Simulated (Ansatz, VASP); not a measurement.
One calculation of W, two programs

```xyz
1
Lattice="0.0000 1.9995 1.9691 1.9995 0.0000 1.9691 1.9995 1.9995 0.0000" Properties=species:S:1:pos:R:3 pbc="T T T"
W     0.0000    0.0000    0.0000
```

Change from the starting cell: strain -0.015 along x and y, -0.030 along z, atoms carried along.

Alike in both runs: task single point; functional r2SCAN; k mesh 20 × 20 × 20; occupations gaussian, width 0.15 eV; no spin polarisation.

|  | VASP | Ansatz |
| --- | --- | --- |
| version | VASP 6.6.1 | Ansatz 0.2.0 |
| potentials or method | VASP PAW PBE potentials, release 64 (W_sv), cutoff 520 eV | scalar-relativistic, plane waves, PAW |
| valence electrons in the cell | 14 | 14 |

VASP gave:

```
gap on the k mesh at the Fermi level (eV)                     : none
pressure (GPa)                                                : 10.5
traceless stress, the component that is largest in VASP (GPa) : -5.00
```

What did Ansatz give for the same quantities?

gap on the k mesh at the Fermi level (eV): none; pressure (GPa): 9.1; traceless stress, the component that is largest in VASP (GPa): -4.91.

VASP's potentials were made for PBE, not for r2SCAN. A gap of «none» marks a metal or a gap that the smearing closes. The functional is the same, so the differences come from potentials, cutoffs and numerics.

Neither program's run includes spin-orbit coupling.
